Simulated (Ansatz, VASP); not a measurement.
**Two plane-wave programs on MgO**

INCAR

```
ALGO = Normal
EDIFF = 1E-6
ENCUT = 520
GGA = PE
ISIF = 2
ISMEAR = 0
LASPH = True
LCHARG = False
LREAL = False
LWAVE = False
NBANDS = 26
NELM = 100
PREC = Accurate
SIGMA = 0.05
```

Contents of KPOINTS:

```
k-points
0
Gamma
  6 6 6
```

The input POSCAR:

```
MgO
1.0
    4.2538458108      0.0000000000      0.0000000000
    0.0000000000     -4.2538458108      0.0000000000
    0.0000000000      0.0000000000     -4.2538458108
Mg O
4 4
Direct
   -0.0623353677     -0.0623353677      0.0000000000
    0.5000000000      0.5000000000      0.0000000000
    0.5000000000      0.0000000000      0.5000000000
    0.0000000000      0.5000000000      0.5000000000
    0.5000000000      0.0000000000      0.0000000000
    0.0000000000      0.5000000000      0.0000000000
    0.0000000000      0.0000000000      0.5000000000
    0.5000000000      0.5000000000      0.5000000000
```

Input for Ansatz:

```yaml
crystal:
  lattice:
    - [4.2538458108, 0.0, 0.0]
    - [0.0, -4.2538458108, 0.0]
    - [0.0, 0.0, -4.2538458108]
  atoms:
    - { symbol: Mg, position: [-0.0623353677, -0.0623353677, 0.0] }
    - { symbol: Mg, position: [0.5, 0.5, 0.0] }
    - { symbol: Mg, position: [0.5, 0.0, 0.5] }
    - { symbol: Mg, position: [0.0, 0.5, 0.5] }
    - { symbol: O, position: [0.5, 0.0, 0.0] }
    - { symbol: O, position: [0.0, 0.5, 0.0] }
    - { symbol: O, position: [0.0, 0.0, 0.5] }
    - { symbol: O, position: [0.5, 0.5, 0.5] }
basis:
  ecutwfc: 420
kpoints:
  mp_grid: { grid: [6, 6, 6] }
hamiltonian:
  xc: pbe
scf:
  occupations: { method: gaussian, width: 0.05 }
output:
  forces: true
  stress: true
  eigenvalues: true
```

Alike in both runs: task single point; functional PBE; k mesh 6 × 6 × 6; occupations gaussian, width 0.05 eV; no spin polarisation.

|  | VASP | Ansatz |
| --- | --- | --- |
| version | VASP 6.6.1 | Ansatz 0.2.0 |
| potentials or method | VASP PAW PBE potentials, release 64 (Mg, O), cutoff 520 eV | scalar-relativistic, plane waves, PAW |
| valence electrons in the cell | 32 | 64 |

|  | VASP | Ansatz | Ansatz less VASP |
| --- | --- | --- | --- |
| gap on the k mesh at the Fermi level (eV) | 4.42 | 4.44 | +0.016 |
| least direct gap on the mesh (eV) | 4.42 | 4.44 | +0.016 |
| pressure (GPa) | 3.2 | 3.8 | +0.66 |
| traceless stress, the component that is largest in VASP (GPa) | -3.53 | -3.47 | +0.056 |
| rms of the force components (eV/Å) | 0.916 | 0.905 | -0.0109 |

Atom by atom the forces differ by 0.011 eV/Å (rms over components). VASP's potentials hold 32 valence electrons a cell and Ansatz's 64, so a difference there can come from the potentials and not from the codes.
